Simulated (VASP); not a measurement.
**WSe2: single point with PBE+D3(BJ)**

The system is WSe2.

```
W Se
1.0
     3.27808    0.00000    0.00000
    -1.63904    2.83890    0.00000
     0.00000    0.00000    7.05784
W Se
1 2
Direct
  0.00000 0.00000 0.00000
  0.33333 0.66667 0.23891
  0.33333 0.66667 0.76109
```

```
Program             : VASP 6.6.1
Task                : single point
Functional          : PBE
Dispersion          : D3(BJ)
Potentials or basis : VASP PAW PBE potentials, release 64 (W_sv, Se)
Cutoff              : 520 eV
k mesh              : 12 × 12 × 2
Occupations         : gaussian, width 0.02 eV
Spin                : no spin polarisation
```

- Pressure: 0.3 GPa
- Largest force: 0.046 eV/Å
- Band gap on the k mesh: 1.27 eV (least direct gap 1.65 eV)
- Dispersion energy per atom: -0.429 eV

Forces in eV/Å, atoms in the order of the input:
```
W    0.000  0.000  0.000
Se   0.000  0.000  0.046
Se   0.000  0.000 -0.046
```

Stress tensor (GPa, compression positive):
```
0.25 0.00 0.00
0.00 0.25 0.00
0.00 0.00 0.36
```

Levels at points of the mesh, in eV from the valence-band top:
| k point | band 9 | band 10 | band 11 | band 12 | band 13 | band 14 | band 15 | band 16 | band 17 | band 18 |
| --- | --- | --- | --- | --- | --- | --- | --- | --- | --- | --- |
| (0.00, 0.00, 0.00) | -2.35 | -1.48 | -1.19 | -1.19 | -0.88 | 3.00 | 3.00 | 3.05 | 3.05 | 4.61 |
| (0.50, 0.00, 0.00) | -4.51 | -3.00 | -1.86 | -1.27 | -0.95 | 2.45 | 2.57 | 4.00 | 4.11 | 4.48 |
| (0.00, 0.00, 0.50) | -2.33 | -2.33 | -1.22 | -1.22 | -0.02 | 2.91 | 2.91 | 3.17 | 3.17 | 5.36 |
| (0.50, 0.00, 0.50) | -4.07 | -3.03 | -2.73 | -0.89 | -0.87 | 2.46 | 2.89 | 3.26 | 4.25 | 4.90 |

It took 18 s on 1 thread of Intel(R) Xeon(R) 6975P-C (Granite Rapids), with other jobs on the host, peak memory 0.21 GiB.

Caveat: the k points lie up to 0.45 Å⁻¹ apart; spin-orbit coupling is left out, which moves the levels of the heavy elements. A k mesh can miss the band edges.
